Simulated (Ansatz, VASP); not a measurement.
**Two plane-wave programs on Bi**

INCAR

```
SYSTEM = Bi
PREC = Accurate ; ENCUT = 520
EDIFF = 1E-6 ; ISMEAR = 1
SIGMA = 0.1 ; LREAL = .False.
LASPH = .True. ; NELM = 60
ALGO = Normal ; ISIF = 2
LWAVE = .False. ; LCHARG = .False.
NBANDS = 14
```

Contents of KPOINTS:

```
regular mesh
0
Gamma
  6 6 6
  0 0 0
```

The input POSCAR:

```
Bi
1.0
   -4.2364826957      4.2364826957      1.4492469935
    4.2364826957     -4.2364826957      1.4492469935
    4.2364826957      4.2364826957     -1.4492469935
Bi
1
Direct
    0.0000000000      0.0000000000      0.0000000000
```

Input for Ansatz:

```yaml
crystal:
  lattice:
    - [-4.2364826956717545, 4.236482695671756, 1.4492469935016021]
    - [4.2364826956717545, -4.236482695671756, 1.4492469935016012]
    - [4.2364826956717545, 4.2364826956717545, -1.4492469935016021]
  atoms:
    - { symbol: Bi, position: [-1.653559582944428e-33, -8.959683498673493e-34, 9.908064223298501e-34] }
kpoints:
  mp_grid:
    grid: [6, 6, 6]
hamiltonian:
  xc: lda
scf:
  occupations:
    method: cold
    width: 0.1
output:
  forces: true
  stress: true
```

Alike in both runs: task single point; functional LDA; k mesh 6 × 6 × 6; no spin polarisation.

```csv
,VASP,Ansatz
version,VASP 6.6.1,Ansatz 0.2.0
potentials or method,"VASP PAW LDA potentials, release 64 (Bi_d)","plane waves, PAW"
plane-wave cutoff (eV),520,420
occupations,"methfessel-paxton of order 1, width 0.1 eV","cold, width 0.1 eV"
valence electrons in the cell,15,15
```

```csv
,VASP,Ansatz,Ansatz less VASP
pressure (GPa),0.0,0.0,0.00
"traceless stress, the component that is largest in VASP (GPa)",0.36,0.35,-0.011
```

LDA's correlation is that of Perdew and Zunger in VASP and of Perdew and Wang (1992) in Ansatz.

The k mesh is coarse, so the values compare programs but aren't converged. Neither program's run includes spin-orbit coupling.
